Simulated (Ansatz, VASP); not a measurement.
## K2SiB2 in VASP and in Ansatz

Contents of INCAR:

```
SYSTEM = K2SiB2
PREC = Accurate
ENCUT = 520
EDIFF = 1E-6
ISMEAR = 0
SIGMA = 0.1
LREAL = .False.
LASPH = .True.
NELM = 100
ALGO = Normal
ISIF = 2
LWAVE = .False.
LCHARG = .False.
GGA = PE
NBANDS = 22
```

KPOINTS

```
Automatic mesh
0
Gamma
  6 6 6
  0 0 0
```

File POSCAR:

```
K2SiB2
1.0
   -2.1207484800      2.1207484800      5.3708495700
    2.1207484800     -2.1207484800      5.3708495700
    2.1207484800      2.1207484800     -5.3708495700
K Si B
2 1 2
Direct
    0.3738409600      0.3738409600      0.0000000000
    0.6261590400      0.6261590400      0.0000000000
    0.0000000000      0.0000000000      0.0000000000
    0.7500000000      0.2500000000      0.5000000000
    0.2500000000      0.7500000000      0.5000000000
```

Input for Ansatz:

```yaml
crystal:
  lattice:
    - [-2.12074848, 2.12074848, 5.37084957]
    - [2.12074848, -2.12074848, 5.37084957]
    - [2.12074848, 2.12074848, -5.37084957]
  atoms:
    - { symbol: K, position: [0.37384096, 0.37384096, 0.0] }
    - { symbol: K, position: [0.62615904, 0.62615904, 0.0] }
    - { symbol: Si, position: [0.0, 0.0, 0.0] }
    - { symbol: B, position: [0.75, 0.25, 0.5] }
    - { symbol: B, position: [0.25, 0.75, 0.5] }
basis:
  ecutwfc: 420
kpoints:
  mp_grid: { grid: [6, 6, 6] }
hamiltonian:
  xc: pbe
scf:
  occupations: { method: gaussian, width: 0.1 }
  lower_state_search: "off"
output:
  forces: true
  stress: true
  eigenvalues: true
```

Change from the starting cell: species swapped into the LuFe2Si2 type (I4/mmm, No. 139).

Alike in both runs: task single point; functional PBE; k mesh 6 × 6 × 6; occupations gaussian, width 0.1 eV; no spin polarisation.

|  | VASP | Ansatz |
| --- | --- | --- |
| version | VASP 6.6.1 | Ansatz 0.2.0 |
| potentials or method | VASP PAW PBE potentials, release 64 (K_sv, Si, B), cutoff 520 eV | scalar-relativistic, plane waves, PAW |
| valence electrons in the cell | 28 | 28 |

|  | VASP | Ansatz | Ansatz less VASP |
| --- | --- | --- | --- |
| gap on the k mesh at the Fermi level (eV) | none | none | - |
| pressure (GPa) | 10.8 | 10.5 | -0.33 |
| traceless stress, the component that is largest in VASP (GPa) | -2.33 | -2.37 | -0.034 |
| rms of the force components (eV/Å) | 0.642 | 0.640 | -0.0022 |

Atom by atom the forces differ by 0.002 eV/Å (rms over components). A gap of «none» marks a metal or a gap that the smearing closes. With one functional, cell and mesh, what is left measures potentials, basis and numerics.
